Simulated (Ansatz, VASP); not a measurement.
Two plane-wave programs on CrCuO2

File INCAR:

```
PREC = Accurate
ENCUT = 600
EDIFF = 1E-6
ISMEAR = 0
SIGMA = 0.05
LREAL = False
LASPH = True
NELM = 200
ALGO = Normal
ISIF = 2
LWAVE = False
LCHARG = False
ISPIN = 2
MAGMOM = 4 -1 0 0
LORBIT = 11
LMAXMIX = 4
LDAU = True
LDAUTYPE = 2
LDAUL = 2 2 -1
LDAUU = 3.7 4 0
LDAUJ = 0 0 0
LDAUPRINT = 1
GGA = PE
NBANDS = 30
GGA_COMPAT = False
```

KPOINTS

```
regular mesh
0
Gamma
  5 5 5
```

POSCAR

```
CrCuO2
1.0
    1.5186164666      0.8767736258      5.7494745724
   -1.5186164666      0.8767736258      5.7494745724
    0.0000000000     -1.7535472516      5.7494745724
Cr Cu O
1 1 2
Direct
    0.5000000000      0.5000000000      0.5000000000
    0.0000000000      0.0000000000      0.0000000000
    0.1087997125      0.1087997125      0.1087997125
    0.8912002875      0.8912002875      0.8912002875
```

Input for Ansatz:

```yaml
crystal:
  lattice:
    - [1.5186164666, 0.8767736258, 5.7494745724]
    - [-1.5186164666, 0.8767736258, 5.7494745724]
    - [0.0, -1.7535472516, 5.7494745724]
  atoms:
    - { symbol: Cr, position: [0.5, 0.5, 0.5], spin: 4.0 }
    - { symbol: Cu, position: [0.0, 0.0, 0.0], spin: -1.0 }
    - { symbol: O, position: [0.1087997125, 0.1087997125, 0.1087997125] }
    - { symbol: O, position: [0.8912002875, 0.8912002875, 0.8912002875] }
basis:
  ecutwfc: 420
  ecutrho_ratio: 4
kpoints:
  mp_grid: { grid: [5, 5, 5] }
hamiltonian:
  xc: pbe
  hubbard:
    sites:
      - { species: Cr, l: d, u_eff: 3.7 }
      - { species: Cu, l: d, u_eff: 4.0 }
scf:
  occupations: { method: gaussian, width: 0.05 }
output:
  forces: true
  stress: true
  eigenvalues: true
  populations: true
  hubbard: { sites: [{ species: Cr, l: d }, { species: Cu, l: d }] }
magnetization:
  spin_polarized: true
```

Alike in both runs: task single point; functional PBE; k mesh 5 × 5 × 5; occupations gaussian, width 0.05 eV; collinear spin; Hubbard terms Cr d U = 3.7 eV, Cu d U = 4.0 eV.

|  | VASP | Ansatz |
| --- | --- | --- |
| version | VASP 6.6.1 | Ansatz 0.2.0 |
| potentials or method | VASP PAW PBE potentials, release 64 (Cr_pv, Cu, O), cutoff 600 eV | scalar-relativistic, plane waves, PAW |
| valence electrons in the cell | 35 | 45 |

VASP gave:

* gap on the k mesh at the Fermi level (eV): 2.22
* least direct gap on the mesh (eV): 2.53
* pressure (GPa): 0.3
* traceless stress, the component that is largest in VASP (GPa): -2.89
* rms of the force components (eV/Å): 0.203
* net moment per atom (μB): 0.75
* size of the moment on the site where the two differ most (μB): 2.98

Q: Estimate Ansatz's values.

A: gap on the k mesh at the Fermi level (eV): 2.24; least direct gap on the mesh (eV): 2.58; pressure (GPa): -0.1; traceless stress, the component that is largest in VASP (GPa): -0.08; rms of the force components (eV/Å): 0.003; net moment per atom (μB): 0.75; size of the moment on the site where the two differ most (μB): 2.53.

Site moments also hang on the region over which each program counts them. The programs project onto different local orbitals, so the same U acts differently, and such runs can settle in different states. Atom by atom the forces differ by 0.206 eV/Å (rms over components). VASP's potentials hold 35 valence electrons a cell and Ansatz's 45, so a difference there can come from the potentials and not from the codes.

The k mesh is coarse, so the values compare programs but aren't converged.
